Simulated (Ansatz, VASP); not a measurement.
**ZnO in VASP and in Ansatz**

```
CELL_PARAMETERS angstrom
3.28797 0.00000 0.00000
-1.64398 2.84746 0.00000
0.00000 0.00000 7.13044
ATOMIC_POSITIONS crystal
Zn 0.00000 0.00000 0.75000
Zn 0.00000 0.00000 0.25000
O 0.33333 0.66667 0.25000
O 0.66667 0.33333 0.75000
```

Alike in both runs: task single point; functional PBEsol; k mesh 9 × 9 × 4; occupations gaussian, width 0.05 eV; no spin polarisation.

|  | VASP | Ansatz |
| --- | --- | --- |
| version | VASP 6.6.1 | Ansatz 0.2.0 |
| potentials or method | VASP PAW PBE potentials, release 64 (Zn, O), cutoff 520 eV | scalar-relativistic, plane waves, PAW |
| valence electrons in the cell | 36 | 36 |

|  | VASP | Ansatz | Ansatz less VASP |
| --- | --- | --- | --- |
| gap on the k mesh at the Fermi level (eV) | 0.75 | 0.75 | 0.000 |
| least direct gap on the mesh (eV) | 0.75 | 0.75 | 0.000 |
| pressure (GPa) | -3.8 | -4.5 | -0.65 |
| traceless stress, the component that is largest in VASP (GPa) | 2.97 | 3.71 | +0.746 |

VASP's potentials were made for PBE, not for PBEsol.
